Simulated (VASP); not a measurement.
Input of a VASP 6.6.1 run:

The input INCAR:

```
PREC     = Accurate       # precision mode
ENCUT    = 520            # plane-wave cutoff, eV
EDIFF    = 1E-8           # SCF threshold, eV
ISMEAR   = -1             # smearing method
SIGMA    = 0.08           # smearing width, eV
LREAL    = False          # projectors in reciprocal space
LASPH    = True           # aspherical terms in the spheres
NELM     = 80             # most SCF steps
ALGO     = Normal         # electronic algorithm
ISIF     = 2              # what is computed and relaxed
LWAVE    = False          # write WAVECAR
LCHARG   = False          # write CHGCAR
GGA      = PE             # functional
LEFG     = True         
NBANDS   = 35             # bands
```

File KPOINTS:

```
regular mesh
0
Gamma
  11 11 3
```

POSCAR

```
WSe2
1.0
    3.2899984505      0.0000000000      0.0000000000
   -1.6449992252      2.8492222365      0.0000000000
    0.0000000000      0.0000000000     12.7106000000
W Se
2 4
Direct
    0.3333333333      0.6666666667      0.2500000000
    0.6666666667      0.3333333333      0.7500000000
    0.3333333333      0.6666666667      0.6210000000
    0.6666666667      0.3333333333      0.1210000000
    0.3333333333      0.6666666667      0.8790000000
    0.6666666667      0.3333333333      0.3790000000
```

Potentials or basis: VASP PAW PBE potentials, release 64 (W_sv, Se).

The run is started by

```console
$ cat potpaw_PBE.64/W_sv/POTCAR potpaw_PBE.64/Se/POTCAR > POTCAR
$ mpirun -np 1 vasp_std > vasp.out
```

(1) Predict the band gap on the k mesh.

(2) What does it give for the pressure?

(3) Predict the largest force.

## Answers

(1) 0.87 eV, indirect (least direct gap 1.68 eV).

(2) 7.5 GPa.

(3) 0.807 eV/Å.

Caveat: the cell differs from its parent crystal (zz strain of -2 %); without QUAD_EFG the Cq values of the log hold for a quadrupole moment of 1 mb, not for the nuclei; spin-orbit coupling is left out, which moves the levels of the heavy elements; this functional lacks dispersion, which binds the layers, so the pressure and a relaxed spacing across them are unreliable.
